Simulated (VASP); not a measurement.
# AlGa3N4 (Pm) in VASP: single point with r2SCAN

Aim: the single point of AlGa3N4 with r2SCAN.

Program: VASP 6.6.1. These are calculated values, not measurements. Logs are shortened: lines on timing, memory, paths and dates and some standing lists are left out, and cuts for length are marked.

**1. The cell of the first run**

The structure is monoclinic, space group Pm (No. 6). The conventional cell has a = 4.874 Å, b = 3.000 Å, c = 5.194 Å, α = 90.00°, β = 90.04°, γ = 90.00°. Within 2.4 Å of Al (site symmetry m) lie 4 N at 1.79 to 1.80 Å. Ga (site symmetry m) has 4 N at 1.84 to 1.85 Å within 2.4 Å. Within 2.4 Å of Ga (site symmetry m) lie 4 N at 1.84 to 1.86 Å. Within 2.5 Å of Ga (site symmetry m) lie 4 N at 1.85 to 1.86 Å. N (site symmetry m) has 1 Al at 1.79 Å and 3 Ga at 1.85 Å within 2.4 Å. Within 2.4 Å of N (site symmetry m) lie 2 Al at 1.80 Å and 2 Ga at 1.86 Å. Within 2.4 Å of N (site symmetry m) lie 4 Ga at 1.84 to 1.85 Å. N (site symmetry m) has 1 Al at 1.79 Å and 3 Ga at 1.84 Å within 2.4 Å.

**2. Single point, r2SCAN**

Input file POSCAR:

```
AlGa3N4
1.0
    4.8742537530      0.0000000000      0.0000000000
    0.0000000000      3.0000720341      0.0000000000
   -0.0035214838      0.0000000000      5.1944906982
Al Ga N
1 3 4
Direct
    0.0005010800      0.5000000000      0.6673044000
    0.4991393100      0.5000000000      0.3351465300
    0.4991348800      0.0000000000      0.8313261600
    0.9999082200      0.0000000000      0.1662408900
    0.1192384400      0.5000000000      0.3412971500
    0.1168290500      0.0000000000      0.8252645200
    0.6202470100      0.0000000000      0.1661509300
    0.6326020200      0.5000000000      0.6672704200
```

Input file INCAR.step1:

```
SYSTEM = AlGa3N4
PREC     = Accurate       ! precision mode
ENCUT    = 520            ! plane-wave cutoff, eV
ISMEAR   = 0              ! smearing method
SIGMA    = 0.05           ! smearing width, eV
LREAL    = .FALSE.        ! projectors in reciprocal space
LASPH    = .TRUE.         ! aspherical terms in the spheres
NELM     = 60             ! most SCF steps
NBANDS   = 41             ! bands
GGA      = PE             ! functional
ALGO     = Normal         ! electronic algorithm
EDIFF    = 1E-4           ! SCF threshold, eV
LWAVE    = .TRUE.         ! write WAVECAR
LCHARG   = .FALSE.        ! write CHGCAR
```

Input file INCAR.step2:

```
SYSTEM = AlGa3N4
PREC     = Accurate       ! precision mode
ENCUT    = 520            ! plane-wave cutoff, eV
EDIFF    = 1E-6           ! SCF threshold, eV
ISMEAR   = 0              ! smearing method
SIGMA    = 0.05           ! smearing width, eV
LREAL    = .FALSE.        ! projectors in reciprocal space
LASPH    = .TRUE.         ! aspherical terms in the spheres
NELM     = 60             ! most SCF steps
ALGO     = Normal         ! electronic algorithm
ISIF     = 2              ! what is computed and relaxed
LWAVE    = .FALSE.        ! write WAVECAR
LCHARG   = .FALSE.        ! write CHGCAR
METAGGA  = R2SCAN         ! meta-GGA
LMIXTAU  = .TRUE.       
NBANDS   = 41             ! bands
ISTART   = 1
```

Input file KPOINTS:

```
regular mesh
0
G
  6 8 6
  0 0 0
```

Potentials or basis: VASP PAW PBE potentials, release 64 (Al, Ga_d, N).

Started as:

```console
cat potpaw_PBE.64/Al/POTCAR potpaw_PBE.64/Ga_d/POTCAR potpaw_PBE.64/N/POTCAR > POTCAR
cp INCAR.step1 INCAR
mpirun -np 1 vasp_std > vasp.out
cp INCAR.step2 INCAR
mpirun -np 1 vasp_std > vasp.out
```

OUTCAR:

```text
SYSTEM = AlGa3N4
   PREC = Accurate
   ENCUT = 520
   EDIFF = 1E-6
   ISMEAR = 0
   LREAL = .FALSE.
   LASPH = .TRUE.
   NELM = 60
   ISIF = 2
   METAGGA = R2SCAN
   ISTART = 1

 ion  position               nearest neighbor table
   1  0.001  0.500  0.667-   5 1.79   8 1.79   6 1.80   6 1.80   3 2.98   3 2.98   2 2.98   2 2.99
                             3 2.99   3 2.99   4 2.99   4 2.99   4 3.00   4 3.00
   2  0.499  0.500  0.335-   7 1.84   7 1.84   8 1.84   5 1.85   1 2.98   1 2.99
   3  0.499  0.000  0.831-   7 1.84   8 1.84   8 1.84   6 1.86   1 2.98   1 2.98   1 2.99   1 2.99

   4  1.000  0.000  0.166-   5 1.85   5 1.85   7 1.85   6 1.86   1 2.99   1 2.99   1 3.00   1 3.00

   5  0.119  0.500  0.341-   1 1.79   4 1.85   4 1.85   2 1.85
   6  0.117  0.000  0.825-   1 1.80   1 1.80   4 1.86   3 1.86
   7  0.620  0.000  0.166-   2 1.84   2 1.84   3 1.84   4 1.85
   8  0.633  0.500  0.667-   1 1.79   2 1.84   3 1.84   3 1.84

  LATTYP: Found a simple monoclinic cell.
 ALAT       =     4.8742537530
 B/A-ratio  =     0.6154936091
 C/A-ratio  =     1.0656999317
 COS(beta)  =    -0.0006779265

  Lattice vectors:

 A1 = (   4.8742537530,   0.0000000000,   0.0000000000)
 A2 = (   0.0000000000,   3.0000720341,   0.0000000000)
 A3 = (  -0.0035214838,   0.0000000000,   5.1944906982)

Analysis of symmetry for initial positions (statically):
=====================================================================
 Subroutine PRICEL returns:
 Original cell was already a primitive cell.

 Routine SETGRP: Setting up the symmetry group for a
 simple monoclinic supercell.

 Subroutine GETGRP returns: Found  2 space group operations
 (whereof  2 operations were pure point group operations)
 out of a pool of  4 trial point group operations.

The static configuration has the point symmetry C_1h.

Analysis of symmetry for dynamics (positions and initial velocities):
=====================================================================
 Subroutine PRICEL returns:
 Original cell was already a primitive cell.

 Routine SETGRP: Setting up the symmetry group for a
 simple monoclinic supercell.

 Subroutine GETGRP returns: Found  2 space group operations
 (whereof  2 operations were pure point group operations)
 out of a pool of  4 trial point group operations.

The dynamic configuration has the point symmetry C_1h.

 Subroutine INISYM returns: Found  2 space group operations
 (whereof  2 operations are pure point group operations),
 and found     1 'primitive' translations

----------------------------------------------------------------------------------------

                                     Primitive cell

  volume of cell :      75.9596

  direct lattice vectors                    reciprocal lattice vectors
     4.874253753  0.000000000  0.000000000     0.205159610  0.000000000  0.000139083
     0.000000000  3.000072034  0.000000000     0.000000000  0.333325330  0.000000000
    -0.003521484  0.000000000  5.194490698     0.000000000  0.000000000  0.192511655

  length of vectors
     4.874253753  3.000072034  5.194491892     0.205159657  0.333325330  0.192511655

  position of ions in fractional coordinates (direct lattice)
     0.000501080  0.500000000  0.667304400
     0.499139310  0.500000000  0.335146530
     0.499134880  0.000000000  0.831326160
     0.999908220  0.000000000  0.166240890
     0.119238440  0.500000000  0.341297150
     0.116829050  0.000000000  0.825264520
     0.620247010  0.000000000  0.166150930
     0.632602020  0.500000000  0.667270420

  ion indices of the primitive-cell ions
   primitive index   ion index
                 1           1
                 2           2
                 3           3
                 4           4
                 5           5
                 6           6
                 7           7
                 8           8

----------------------------------------------------------------------------------------

 KPOINTS: regular mesh

Automatic generation of k-mesh.
 Grid dimensions read from file:
 generate k-points for:    6    8    6

 Generating k-lattice:

  Cartesian coordinates                     Fractional coordinates (reciprocal lattice)
     0.034193268  0.000000000  0.000023181     0.166666667  0.000000000 -0.000000000
     0.000000000  0.041665666  0.000000000     0.000000000  0.125000000  0.000000000
     0.000000000  0.000000000  0.032085276     0.000000000  0.000000000  0.166666667

  Length of vectors
     0.034193276  0.041665666  0.032085276

  Shift w.r.t. Gamma in fractional coordinates (k-lattice)
     0.000000000  0.000000000  0.000000000

 Subroutine IBZKPT returns following result:
 ===========================================

 Found    100 irreducible k-points:

 Following reciprocal coordinates:
            Coordinates               Weight
  0.000000  0.000000  0.000000      1.000000
  0.166667  0.000000 -0.000000      2.000000
  0.333333  0.000000 -0.000000      2.000000
  0.500000  0.000000 -0.000000      1.000000
  0.000000  0.125000  0.000000      2.000000
  0.166667  0.125000 -0.000000      4.000000
[... 16 lines left out ...]
  0.333333  0.000000  0.166667      2.000000
  0.500000  0.000000  0.166667      2.000000
 [... further k-points ...]
   k-points           NKPTS =    100   k-points in BZ     NKDIM =    100   number of bands    NBANDS=     41
   number of dos      NEDOS =    301   number of ions     NIONS =      8
   total plane-waves  NPLWV =  34560
   dimension x,y,z NGX =    36 NGY =   24 NGZ =   40
   dimension x,y,z NGXF=    72 NGYF=   48 NGZF=   80
   ions per type =               1   3   4
   NGX,Y,Z   is equivalent  to a cutoff of  12.28, 13.30, 12.80 a.u.
   NGXF,Y,Z  is equivalent  to a cutoff of  24.56, 26.60, 25.60 a.u.
 SYSTEM =  AlGa3N4
   PREC   = accura    normal or accurate (medium, high low for compatibility)
   ISTART =      1    job   : 0-new  1-cont  2-samecut
   ICHARG =      0    charge: 1-file 2-atom 10-const
   ISPIN  =      1    spin polarized calculation?
   LNONCOLLINEAR =      F non collinear calculations
   LSORBIT =      F    spin-orbit coupling
   LASPH  =      T    aspherical Exc in radial PAW
   ENCUT  =  520.0 eV  38.22 Ry    6.18 a.u.   9.06  5.58  9.66*2*pi/ulx,y,z
   NELM   =     60;   NELMIN=  2; NELMDL=  0     # of ELM steps
   EDIFF  = 0.1E-05   stopping-criterion for ELM
   LREAL  =      F    real-space projection
   EDIFFG = 0.1E-04   stopping-criterion for IOM
   NSW    =      0    number of steps for IOM
   IBRION =     -1    ionic relax: 0-MD 1-quasi-New 2-CG
   NFREE  =      0    steps in history (QN), initial steepest desc. (CG)
   ISIF   =      2    stress and relaxation
   ISYM   =      2    0-nonsym 1-usesym 2-fastsym
   POTIM  = 0.5000    time-step for ionic-motion
   TEBEG  =    0.0;   TEEND  =   0.0 temperature during run
   PSTRESS=    0.0 pullay stress
   NELECT =      62.0000    total number of electrons
   NUPDOWN=      -1.0000    fix difference up-down
   EMIN   =  10.00;   EMAX   =-10.00  energy-range for DOS
   EFERMI =   0.00;   METHOD = LEGACY
   ISMEAR =     0;   SIGMA  =   0.05  broadening in eV -4-tet -1-fermi 0-gaus
   EFERMI_NEDOS =   21; number of points for ismear=-14 and -15
   IALGO  =     38    algorithm
   IMIX   =      4    mixing-type and parameters
     AMIX     =   0.40;   BMIX     =  1.00
     AMIX_MAG =   1.60;   BMIX_MAG =  1.00
  volume/ion in A,a.u.               =       9.49        64.08
  Fermi-wavevector in a.u.,A,eV,Ry     =   1.529952  2.891190 31.847878  2.340753
  Thomas-Fermi vector in A             =   2.637502
   LORBIT       =      0    0 simple, 1 ext, 2 COOP (PROOUT), +10 PAW based schemes
   METAGGA = R2SCAN    functional components
   LHFCALC =     F    Hartree Fock is set to
   AEXX    =    0.0000 exact exchange contribution
   IVDW    =     0    specifies the selected vdW correction
   LEPSILON=     F    determine dielectric tensor
   LRPA    =     F    only Hartree local field effects (RPA)
 non-spin polarized calculation
 Gauss-broadening in eV      SIGMA  =   0.05
  energy-cutoff  :      520.00
  volume of cell :       75.96
 maximum number of plane-waves:      2068
   NGX = 19   NGY = 11   NGZ = 19

 number of electron      62.0000034 magnetization

 Free energy of the ion-electron system (eV)
  ---------------------------------------------------
  ext. energy  EPLUGINS =         0.00000000
  ---------------------------------------------------
  free energy    TOTEN  =       -83.25237983 eV

  energy without entropy =      -83.25237983  energy(sigma->0) =      -83.25237983

 E-fermi :   7.3838     XC(G=0): -13.2907

 val. band max:        7.1559161029   @ k =   0.0000   0.0000   0.0000
 cond. band min:      11.1973387699   @ k =   0.0000   0.0000   0.0000
 fundamental gap:      4.0414226670
 Fermi energy:         7.3838146147

 k-point     1 :       0.0000    0.0000    0.0000
  band No.  band energies     occupation
      1     -10.9086      2.00000
      2      -9.4090      2.00000
      3      -9.2055      2.00000
      4      -8.7470      2.00000
      5      -6.6702      2.00000
      6      -6.6685      2.00000
[... 33 lines left out ...]
     40      19.3773      0.00000
     41      19.4462      0.00000

 k-point     2 :       0.1667    0.0000   -0.0000
  band No.  band energies     occupation
      1     -10.7999      2.00000
      2      -9.4330      2.00000
      3      -9.2261      2.00000
      4      -8.7599      2.00000
      5      -6.6721      2.00000
      6      -6.6676      2.00000
[... 33 lines left out ...]
     40      19.2381      0.00000
     41      19.5545      0.00000

 k-point     3 :       0.3333    0.0000   -0.0000
  band No.  band energies     occupation
      1     -10.5005      2.00000
      2      -9.6374      2.00000
      3      -9.2032      2.00000
      4      -8.7807      2.00000
      5      -6.6680      2.00000
      6      -6.6616      2.00000
[... 875 lines left out ...]
      2      -9.5883      2.00000
      3      -9.2696      2.00000
      4      -8.8289      2.00000
      5      -6.6673      2.00000
      6      -6.6433      2.00000
[... 33 lines left out ...]
     40      19.1963      0.00000
     41      19.3392      0.00000

 k-point    24 :       0.5000    0.0000    0.1667
  band No.  band energies     occupation
      1     -10.1132      2.00000
      2      -9.8606      2.00000
      3      -9.2239      2.00000
      4      -8.8524      2.00000
      5      -6.6592      2.00000
      6      -6.6377      2.00000
[... 33 lines left out ...]
     40      19.1726      0.00000
     41      19.4887      0.00000

 [... further k-points ...]
[... 5 lines left out ...]
  --------------------------------------------------------------------------------------
  -------------------------------------------------------------------------------------
  Total       21.4271880     21.8111017     21.7076773      0.0000000      0.0000000     -0.0054066
  in kB      451.9526866    460.0503821    457.8689035      0.0000000      0.0000000     -0.1140382
  external PRESSURE =     456.6239907 kB  Pullay stress =       0.0000000 kB

 VOLUME and BASIS-vectors are now :
 -----------------------------------------------------------------------------
  energy-cutoff  :      520.00
  volume of cell :       75.96
      direct lattice vectors                 reciprocal lattice vectors
     4.874253753  0.000000000  0.000000000     0.205159610  0.000000000  0.000139083
     0.000000000  3.000072034  0.000000000     0.000000000  0.333325330  0.000000000
    -0.003521484  0.000000000  5.194490698     0.000000000  0.000000000  0.192511655

 POSITION                                       TOTAL-FORCE (eV/Angst)
 -----------------------------------------------------------------------------------
      0.00009      1.50004      3.46631         0.081081      0.000000      0.088350
      2.43175      1.50004      1.74092        -0.066585      0.000000      0.076508
      2.42998      0.00000      4.31832        -0.131113      0.000000     -0.086540
      4.87322      0.00000      0.86354         0.049213      0.000000     -0.098955
      0.58000      1.50004      1.77286        -0.012381      0.000000      0.009299
      0.56655      0.00000      4.28683        -0.004605      0.000000      0.002580
      3.02266      0.00000      0.86307        -0.004401      0.000000     -0.028498
      3.08111      1.50004      3.46613         0.088790      0.000000      0.037256
 -----------------------------------------------------------------------------------
    total drift:                               -0.031586      0.000000     -0.004937

  FREE ENERGIE OF THE ION-ELECTRON SYSTEM (eV)
  ---------------------------------------------------
  free  energy   TOTEN  =       -83.2523798276 eV

  energy  without entropy=      -83.2523798276  energy(sigma->0) =      -83.25237983
```

It took 19 min on 1 thread of AMD EPYC 7R43 (Zen 3), shared host; peak memory 0.34 GiB.

Results:

- Free energy: -83.2524 eV
- Pressure: 45.7 GPa
- Largest force: 0.157 eV/Å
- Band gap on the k mesh: 4.04 eV, direct

Forces in eV/Å, atoms in the order of the input:
```
Al   0.081  0.000  0.088
Ga  -0.067  0.000  0.077
Ga  -0.131  0.000 -0.087
Ga   0.049  0.000 -0.099
N   -0.012  0.000  0.009
N   -0.005  0.000  0.003
N   -0.004  0.000 -0.028
N    0.089  0.000  0.037
```

Stress tensor (GPa, compression positive):
```
45.20  0.00 -0.01
 0.00 46.01  0.00
-0.01  0.00 45.79
```

Levels at points of the mesh, in eV from the valence-band top:
```tsv
k point	band 28	band 29	band 30	band 31	band 32	band 33	band 34	band 35
(0.00, 0.00, 0.00)	-1.03	-0.15	-0.05	0.00	4.04	6.23	6.47	6.86
(0.50, 0.00, 0.00)	-0.96	-0.87	-0.40	-0.40	5.57	5.75	6.31	6.64
(0.00, 0.50, 0.00)	-2.56	-2.51	-2.24	-2.17	6.26	6.33	8.66	8.91
(0.50, 0.50, 0.00)	-2.13	-1.78	-1.74	-1.72	7.05	7.12	7.31	7.53
(0.00, 0.00, 0.50)	-1.00	-0.79	-0.71	-0.39	6.18	6.31	7.87	8.06
(0.50, 0.00, 0.50)	-2.03	-1.43	-1.38	-1.30	6.61	6.77	6.92	7.18
(0.00, 0.50, 0.50)	-2.71	-2.62	-1.24	-1.05	5.99	6.18	6.71	6.86
(0.50, 0.50, 0.50)	-2.16	-2.10	-1.98	-1.96	5.46	5.51	5.64	5.95
```

Caveat: the PAW data sets were made with another functional, which shifts forces and pressure a little.
